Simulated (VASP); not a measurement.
# SnO2 in VASP: a series of runs

The runs below take SnO2 through single point, relaxation of cell and atoms, with PBE.

Program: VASP 6.6.1. These are calculated values, not measurements. Logs are shortened: lines on timing, memory, paths and dates and some standing lists are left out, and cuts for length are marked.

**1. The cell of the first run**

It takes space group P4_2/mnm (No. 136, tetragonal). Conventional cell: a = 4.765 Å, b = 4.765 Å, c = 3.207 Å, α = 90.00°, β = 90.00°, γ = 90.00°. Sn (site symmetry mmm) has 6 O at 2.06 to 2.07 Å within 2.7 Å. O (site symmetry m2m) has 3 Sn at 2.06 to 2.07 Å and 1 O at 2.61 Å within 2.7 Å.

**2. Single point, PBE**

File INCAR:

```
  PREC = Accurate
  ENCUT = 520
  EDIFF = 1E-7
  ISMEAR = 0
  SIGMA = 0.1
  LREAL = False
  LASPH = True
  NELM = 60
  ALGO = Normal
  ISIF = 2
  LWAVE = False
  LCHARG = False
  GGA = PE
  NBANDS = 35
```

File KPOINTS:

```
regular mesh
0
Gamma
  4 4 6
```

File POSCAR:

```
SnO2
1.0
    4.7648180450      0.0000000000      0.0000000000
    0.0000000000      4.7648180450      0.0000000000
    0.0000000000      0.0000000000      3.2074997700
Sn O
2 4
Direct
    0.5000000000      0.5000000000      0.5000000000
    0.0000000000      0.0000000000      0.0000000000
    0.1940277000      0.8059723000      0.5000000000
    0.8059723000      0.1940277000      0.5000000000
    0.3059723000      0.3059723000      0.0000000000
    0.6940277000      0.6940277000      0.0000000000
```

Potentials or basis: VASP PAW PBE potentials, release 64 (Sn_d, O).

Started as:

```
> cat potpaw_PBE.64/Sn_d/POTCAR potpaw_PBE.64/O/POTCAR > POTCAR
> mpirun -np 1 vasp_std > vasp.out
```

OUTCAR:

```text
PREC = Accurate
   ENCUT = 520
   EDIFF = 1E-7
   ISMEAR = 0
   LREAL = False
   LASPH = True
   NELM = 60
   ISIF = 2
   GGA = PE

 ion  position               nearest neighbor table
   1  0.500  0.500  0.500-   3 2.06   4 2.06   5 2.07   6 2.07   5 2.07   6 2.07   2 3.73   2 3.73
                             2 3.73   2 3.73   2 3.73   2 3.73   2 3.73   2 3.73
   2  0.000  0.000  0.000-   5 2.06   6 2.06   3 2.07   4 2.07   3 2.07   4 2.07   1 3.73   1 3.73
                             1 3.73   1 3.73   1 3.73   1 3.73   1 3.73   1 3.73
   3  0.194  0.806  0.500-   1 2.06   2 2.07   2 2.07
   4  0.806  0.194  0.500-   1 2.06   2 2.07   2 2.07
   5  0.306  0.306  0.000-   2 2.06   1 2.07   1 2.07
   6  0.694  0.694  0.000-   2 2.06   1 2.07   1 2.07

  LATTYP: Found a simple tetragonal cell.
 ALAT       =     4.7648180450
 C/A-ratio  =     0.6731631176

  Lattice vectors:

 A1 = (   4.7648180450,   0.0000000000,   0.0000000000)
 A2 = (   0.0000000000,   4.7648180450,   0.0000000000)
 A3 = (   0.0000000000,   0.0000000000,   3.2074997700)

Analysis of symmetry for initial positions (statically):
=====================================================================
 Subroutine PRICEL returns:
 Original cell was already a primitive cell.

 Routine SETGRP: Setting up the symmetry group for a
 simple tetragonal supercell.

 Subroutine GETGRP returns: Found 16 space group operations
 (whereof  8 operations were pure point group operations)
 out of a pool of 16 trial point group operations.

The static configuration has the point symmetry D_2h.
 The point group associated with its full space group is D_4h.

Analysis of symmetry for dynamics (positions and initial velocities):
=====================================================================
 Subroutine PRICEL returns:
 Original cell was already a primitive cell.

 Routine SETGRP: Setting up the symmetry group for a
 simple tetragonal supercell.

 Subroutine GETGRP returns: Found 16 space group operations
 (whereof  8 operations were pure point group operations)
 out of a pool of 16 trial point group operations.

The dynamic configuration has the point symmetry D_2h.
 The point group associated with its full space group is D_4h.

 Subroutine INISYM returns: Found 16 space group operations
 (whereof  8 operations are pure point group operations),
 and found     1 'primitive' translations

----------------------------------------------------------------------------------------

                                     Primitive cell

  volume of cell :      72.8214

  direct lattice vectors                    reciprocal lattice vectors
     4.764818045  0.000000000  0.000000000     0.209871603  0.000000000  0.000000000
     0.000000000  4.764818045  0.000000000     0.000000000  0.209871603  0.000000000
     0.000000000  0.000000000  3.207499770     0.000000000  0.000000000  0.311769313

  length of vectors
     4.764818045  4.764818045  3.207499770     0.209871603  0.209871603  0.311769313

  position of ions in fractional coordinates (direct lattice)
     0.500000000  0.500000000  0.500000000
     0.000000000  0.000000000  0.000000000
     0.194027700  0.805972300  0.500000000
     0.805972300  0.194027700  0.500000000
     0.305972300  0.305972300  0.000000000
     0.694027700  0.694027700  0.000000000

  ion indices of the primitive-cell ions
   primitive index   ion index
                 1           1
                 2           2
                 3           3
                 4           4
                 5           5
                 6           6

----------------------------------------------------------------------------------------

 KPOINTS: regular mesh

Automatic generation of k-mesh.
 Grid dimensions read from file:
 generate k-points for:    4    4    6

 Generating k-lattice:

  Cartesian coordinates                     Fractional coordinates (reciprocal lattice)
     0.052467901  0.000000000  0.000000000     0.250000000  0.000000000  0.000000000
     0.000000000  0.052467901  0.000000000     0.000000000  0.250000000  0.000000000
     0.000000000  0.000000000  0.051961552     0.000000000  0.000000000  0.166666667

  Length of vectors
     0.052467901  0.052467901  0.051961552

  Shift w.r.t. Gamma in fractional coordinates (k-lattice)
     0.000000000  0.000000000  0.000000000

 Subroutine IBZKPT returns following result:
 ===========================================

 Found     24 irreducible k-points:

 Following reciprocal coordinates:
            Coordinates               Weight
  0.000000  0.000000  0.000000      1.000000
  0.250000  0.000000  0.000000      4.000000
  0.500000  0.000000  0.000000      2.000000
  0.250000  0.250000  0.000000      4.000000
  0.500000  0.250000  0.000000      4.000000
  0.500000  0.500000  0.000000      1.000000
[... 16 lines left out ...]
  0.500000  0.250000  0.500000      4.000000
  0.500000  0.500000  0.500000      1.000000
   k-points           NKPTS =     24   k-points in BZ     NKDIM =     24   number of bands    NBANDS=     35
   number of dos      NEDOS =    301   number of ions     NIONS =      6
   total plane-waves  NPLWV =  31104
   dimension x,y,z NGX =    36 NGY =   36 NGZ =   24
   dimension x,y,z NGXF=    72 NGYF=   72 NGZF=   48
   ions per type =               2   4
   NGX,Y,Z   is equivalent  to a cutoff of  12.56, 12.56, 12.44 a.u.
   NGXF,Y,Z  is equivalent  to a cutoff of  25.12, 25.12, 24.88 a.u.
 SYSTEM =  unknown system
   PREC   = accura    normal or accurate (medium, high low for compatibility)
   ISTART =      0    job   : 0-new  1-cont  2-samecut
   ICHARG =      2    charge: 1-file 2-atom 10-const
   ISPIN  =      1    spin polarized calculation?
   LNONCOLLINEAR =      F non collinear calculations
   LSORBIT =      F    spin-orbit coupling
   LASPH  =      T    aspherical Exc in radial PAW
   ENCUT  =  520.0 eV  38.22 Ry    6.18 a.u.   8.86  8.86  5.96*2*pi/ulx,y,z
   NELM   =     60;   NELMIN=  2; NELMDL= -5     # of ELM steps
   EDIFF  = 0.1E-06   stopping-criterion for ELM
   LREAL  =      F    real-space projection
   EDIFFG = 0.1E-05   stopping-criterion for IOM
   NSW    =      0    number of steps for IOM
   IBRION =     -1    ionic relax: 0-MD 1-quasi-New 2-CG
   NFREE  =      0    steps in history (QN), initial steepest desc. (CG)
   ISIF   =      2    stress and relaxation
   ISYM   =      2    0-nonsym 1-usesym 2-fastsym
   POTIM  = 0.5000    time-step for ionic-motion
   TEBEG  =    0.0;   TEEND  =   0.0 temperature during run
   PSTRESS=    0.0 pullay stress
   NELECT =      52.0000    total number of electrons
   NUPDOWN=      -1.0000    fix difference up-down
   EMIN   =  10.00;   EMAX   =-10.00  energy-range for DOS
   EFERMI =   0.00;   METHOD = LEGACY
   ISMEAR =     0;   SIGMA  =   0.10  broadening in eV -4-tet -1-fermi 0-gaus
   EFERMI_NEDOS =   21; number of points for ismear=-14 and -15
   IALGO  =     38    algorithm
   IMIX   =      4    mixing-type and parameters
     AMIX     =   0.40;   BMIX     =  1.00
     AMIX_MAG =   1.60;   BMIX_MAG =  1.00
  volume/ion in A,a.u.               =      12.14        81.90
  Fermi-wavevector in a.u.,A,eV,Ry     =   1.463265  2.765169 29.132021  2.141143
  Thomas-Fermi vector in A             =   2.579380
   LORBIT       =      0    0 simple, 1 ext, 2 COOP (PROOUT), +10 PAW based schemes
   GGA     = PE    functional components
   LHFCALC =     F    Hartree Fock is set to
   AEXX    =    0.0000 exact exchange contribution
   IVDW    =     0    specifies the selected vdW correction
   LEPSILON=     F    determine dielectric tensor
   LRPA    =     F    only Hartree local field effects (RPA)
 non-spin polarized calculation
 Gauss-broadening in eV      SIGMA  =   0.10
  energy-cutoff  :      520.00
  volume of cell :       72.82
 maximum number of plane-waves:      1992
 NGX is ok and might be reduce to    36
   NGX = 17   NGY = 17   NGZ = 11

 number of electron      52.0000005 magnetization

 Free energy of the ion-electron system (eV)
  ---------------------------------------------------
  ext. energy  EPLUGINS =         0.00000000
  ---------------------------------------------------
  free energy    TOTEN  =       -37.24298842 eV

  energy without entropy =      -37.24298842  energy(sigma->0) =      -37.24298842

 E-fermi :   6.4359     XC(G=0): -11.1653

 val. band max:        5.9406522086   @ k =   0.0000   0.0000   0.0000
 cond. band min:       6.9786206348   @ k =   0.0000   0.0000   0.0000
 fundamental gap:      1.0379684262
 Fermi energy:         6.4359004992

 k-point     1 :       0.0000    0.0000    0.0000
  band No.  band energies     occupation
      1     -15.1449      2.00000
      2     -14.3886      2.00000
      3     -14.1597      2.00000
      4     -14.1327      2.00000
      5     -14.1327      2.00000
      6     -14.0678      2.00000
[... 27 lines left out ...]
     34      17.8899      0.00000
     35      18.4569      0.00000

 k-point     2 :       0.2500    0.0000    0.0000
  band No.  band energies     occupation
      1     -15.0526      2.00000
      2     -14.5018      2.00000
      3     -14.1590      2.00000
      4     -14.1291      2.00000
      5     -14.1290      2.00000
      6     -14.1257      2.00000
[... 27 lines left out ...]
     34      17.9969      0.00000
     35      18.4299      0.00000

 k-point     3 :       0.5000    0.0000    0.0000
  band No.  band energies     occupation
      1     -14.7997      2.00000
      2     -14.7997      2.00000
      3     -14.1551      2.00000
      4     -14.1551      2.00000
      5     -14.1253      2.00000
      6     -14.1253      2.00000
[... 27 lines left out ...]
     34      18.3334      0.00000
     35      18.3334      0.00000

 k-point     4 :       0.2500    0.2500    0.0000
  band No.  band energies     occupation
      1     -15.0035      2.00000
      2     -14.6197      2.00000
      3     -14.1553      2.00000
      4     -14.1339      2.00000
      5     -14.1339      2.00000
      6     -14.1253      2.00000
[... 27 lines left out ...]
     34      17.9712      0.00000
     35      18.3239      0.00000

 k-point     5 :       0.5000    0.2500    0.0000
  band No.  band energies     occupation
      1     -14.8456      2.00000
      2     -14.8456      2.00000
      3     -14.1443      2.00000
      4     -14.1443      2.00000
      5     -14.1303      2.00000
      6     -14.1303      2.00000
[... 638 lines left out ...]
 k-point    22 :       0.2500    0.2500    0.5000
  band No.  band energies     occupation
      1     -15.0717      2.00000
      2     -14.8944      2.00000
      3     -14.4478      2.00000
      4     -14.1469      2.00000
      5     -14.0099      2.00000
      6     -14.0069      2.00000
[... 27 lines left out ...]
     34      17.8739      0.00000
     35      18.4035      0.00000

 k-point    23 :       0.5000    0.2500    0.5000
  band No.  band energies     occupation
      1     -15.0026      2.00000
      2     -15.0026      2.00000
      3     -14.2888      2.00000
      4     -14.2888      2.00000
      5     -14.0073      2.00000
      6     -14.0073      2.00000
[... 27 lines left out ...]
     34      17.3333      0.00000
     35      18.6762      0.00000

 k-point    24 :       0.5000    0.5000    0.5000
  band No.  band energies     occupation
      1     -14.9007      2.00000
      2     -14.9007      2.00000
      3     -14.4543      2.00000
      4     -14.4543      2.00000
      5     -14.0031      2.00000
      6     -14.0031      2.00000
[... 27 lines left out ...]
     34      16.9156      0.00000
     35      18.9957      0.00000

------------------------ aborting loop because EDIFF is reached ----------------------------------------

  FORCE on cell =-STRESS in cart. coord.  units (eV):
  Direction    XX          YY          ZZ          XY          YZ          ZX
  --------------------------------------------------------------------------------------
  -------------------------------------------------------------------------------------
  Total        3.1661282      3.1661282      3.8220591     -0.0000000      0.0000000      0.0000000
  in kB       69.6594124     69.6594124     84.0908436     -0.0000000      0.0000000      0.0000000
  external PRESSURE =      74.4698894 kB  Pullay stress =       0.0000000 kB

 VOLUME and BASIS-vectors are now :
 -----------------------------------------------------------------------------
  energy-cutoff  :      520.00
  volume of cell :       72.82
      direct lattice vectors                 reciprocal lattice vectors
     4.764818045  0.000000000  0.000000000     0.209871603  0.000000000  0.000000000
     0.000000000  4.764818045  0.000000000     0.000000000  0.209871603  0.000000000
     0.000000000  0.000000000  3.207499770     0.000000000  0.000000000  0.311769313

 POSITION                                       TOTAL-FORCE (eV/Angst)
 -----------------------------------------------------------------------------------
      2.38241      2.38241      1.60375         0.000000      0.000000      0.000000
      0.00000      0.00000      0.00000         0.000000      0.000000      0.000000
      0.92451      3.84031      1.60375         0.028938     -0.028938      0.000000
      3.84031      0.92451      1.60375        -0.028938      0.028938     -0.000000
      1.45790      1.45790      0.00000        -0.028938     -0.028938      0.000000
      3.30692      3.30692      0.00000         0.028938      0.028938     -0.000000
 -----------------------------------------------------------------------------------
    total drift:                                0.000000      0.000000      0.000000

  FREE ENERGIE OF THE ION-ELECTRON SYSTEM (eV)
  ---------------------------------------------------
  free  energy   TOTEN  =       -37.2429884192 eV

  energy  without entropy=      -37.2429884192  energy(sigma->0) =      -37.24298842
```

Wall time 85 s (1 thread of AMD EPYC 7R13, shared host); peak memory 0.17 GiB.

Results:

```
Free energy            : -37.2430 eV
Pressure               : 7.4 GPa
Largest force          : 0.041 eV/Å
Band gap on the k mesh : 1.04 eV
```

Forces in eV/Å, atoms in the order of the input:
```
Sn   0.000  0.000  0.000
Sn   0.000  0.000  0.000
O    0.029 -0.029  0.000
O   -0.029  0.029  0.000
O   -0.029 -0.029  0.000
O    0.029  0.029  0.000
```

Stress tensor (GPa, compression positive):
```
6.97 0.00 0.00
0.00 6.97 0.00
0.00 0.00 8.41
```

Caveat: the cell stands under pressure; spin-orbit coupling is left out, which moves the levels of the heavy elements.

**3. Single point, PBE**

This run uses another cell than the first one, of 12.57 Å³/atom.

File INCAR:

```
PREC     = Accurate       # precision mode
ENCUT    = 520            # plane-wave cutoff, eV
EDIFF    = 1E-6           # SCF threshold, eV
ISMEAR   = 0              # smearing method
SIGMA    = 0.1            # smearing width, eV
LREAL    = False          # projectors in reciprocal space
LASPH    = True           # aspherical terms in the spheres
NELM     = 60             # most SCF steps
ALGO     = Normal         # electronic algorithm
ISIF     = 2              # what is computed and relaxed
LWAVE    = False          # write WAVECAR
LCHARG   = True           # write CHGCAR
GGA      = PE             # functional
LELF     = True           # ELF
LVHAR    = True         
NBANDS   = 35             # bands
```

File KPOINTS:

```
Automatic mesh
0
Gamma
  4 4 6
```

File POSCAR:

```
SnO2
1.0
    4.8234121134      0.0000000000      0.0000000000
    0.0000000000      4.8234121134      0.0000000000
    0.0000000000      0.0000000000      3.2406037267
Sn O
2 4
Direct
    0.5000000000      0.5000000000      0.5000000000
    0.0000000000      0.0000000000      0.0000000000
    0.1936276785      0.8063723215      0.5000000000
    0.8063723215      0.1936276785      0.5000000000
    0.3063723215      0.3063723215      0.0000000000
    0.6936276785      0.6936276785      0.0000000000
```

Potentials or basis: VASP PAW PBE potentials, release 64 (Sn_d, O).

Started as:

```
> cat potpaw_PBE.64/Sn_d/POTCAR potpaw_PBE.64/O/POTCAR > POTCAR
> mpirun -np 1 vasp_std > vasp.out
```

It took 2 min on 1 thread of AMD EPYC 7R13, shared host; peak memory 0.17 GiB.

The run converged. Its results:

```
Free energy            : -37.3091 eV
Pressure               : 0.7 GPa
Largest force          : 0.013 eV/Å
Band gap on the k mesh : 0.67 eV
```

Forces in eV/Å, atoms in the order of the input:
```
Sn   0.000  0.000  0.000
Sn   0.000  0.000  0.000
O   -0.009  0.009  0.000
O    0.009 -0.009  0.000
O    0.009  0.009  0.000
O   -0.009 -0.009  0.000
```

Levels at points of the mesh, in eV from the valence-band top:
```
           k point  band 24  band 25  band 26  band 27  band 28  band 29
(0.00, 0.00, 0.00)    -0.74    -0.74     0.00     0.67     5.69     6.05
(0.50, 0.00, 0.00)    -1.21    -0.60    -0.60     3.89     3.89     6.80
(0.50, 0.50, 0.00)    -1.33    -0.85    -0.85     4.28     4.28     7.15
(0.00, 0.00, 0.50)    -1.53    -1.18    -1.18     5.59     5.59     9.37
(0.50, 0.00, 0.50)    -1.02    -0.75    -0.75     5.85     5.85     7.62
(0.50, 0.50, 0.50)    -0.92    -0.78    -0.78     4.34     4.34     8.62
```

Caveat: spin-orbit coupling is left out, which moves the levels of the heavy elements.

**4. Single point, PBE**

This run uses another cell than the first one, of 12.58 Å³/atom.

File INCAR:

```
ALGO = Normal
EDIFF = 1E-7
ENCUT = 520
GGA = PE
ISIF = 2
ISMEAR = 0
LASPH = T
LCHARG = T
LELF = T
LREAL = F
LVHAR = T
LWAVE = F
NBANDS = 35
NELM = 100
PREC = Accurate
SIGMA = 0.02
```

File KPOINTS:

```
k-points
0
Gamma
  6 6 8
```

File POSCAR:

```
SnO2
1.0
    4.8269678206      0.0000000000      0.0000000000
    0.0000000000      4.8269678206      0.0000000000
    0.0000000000      0.0000000000      3.2387017889
Sn O
2 4
Direct
    0.5000000000      0.5000000000      0.5000000000
    0.0000000000      0.0000000000      0.0000000000
    0.1934113590      0.8065886410      0.5000000000
    0.8065886410      0.1934113590      0.5000000000
    0.3065886410      0.3065886410      0.0000000000
    0.6934113590      0.6934113590      0.0000000000
```

Started as:

```
> cat potpaw_PBE.64/Sn_d/POTCAR potpaw_PBE.64/O/POTCAR > POTCAR
> mpirun -np 1 vasp_std > vasp.out
```

Wall time 3.8 min (1 thread of AMD EPYC 7R13, shared host); peak memory 0.21 GiB.

The run converged. Its results:

```yaml
Free_energy: -37.3110 eV
Pressure: 0.6 GPa
Largest_force: 0.018 eV/Å
Band_gap_on_the_k_mesh: 0.67 eV
```

Forces in eV/Å, atoms in the order of the input:
```
Sn   0.000  0.000  0.000
Sn   0.000  0.000  0.000
O    0.012 -0.012  0.000
O   -0.012  0.012  0.000
O   -0.012 -0.012  0.000
O    0.012  0.012  0.000
```

Stress tensor (GPa, compression positive):
```
0.52 0.00 0.00
0.00 0.52 0.00
0.00 0.00 0.76
```

Levels at points of the mesh, in eV from the valence-band top:
```csv
k point,band 22,band 23,band 24,band 25,band 26,band 27,band 28,band 29,band 30,band 31
"(0.00, 0.00, 0.00)",-1.26,-1.26,-0.74,-0.74,0.00,0.67,5.69,6.06,6.06,10.12
"(0.50, 0.00, 0.00)",-1.90,-1.21,-1.21,-0.61,-0.61,3.88,3.88,6.80,6.80,10.40
"(0.50, 0.50, 0.00)",-1.87,-1.33,-1.33,-0.85,-0.85,4.27,4.27,7.15,7.15,10.48
"(0.00, 0.00, 0.50)",-2.57,-1.53,-1.53,-1.18,-1.18,5.59,5.59,9.36,9.36,10.30
"(0.50, 0.00, 0.50)",-1.66,-1.02,-1.02,-0.75,-0.75,5.85,5.85,7.61,7.61,10.57
"(0.50, 0.50, 0.50)",-2.43,-0.92,-0.92,-0.78,-0.78,4.35,4.35,8.61,8.61,10.56
```

Caveat: spin-orbit coupling is left out, which moves the levels of the heavy elements.

[end of part 1 of 2]
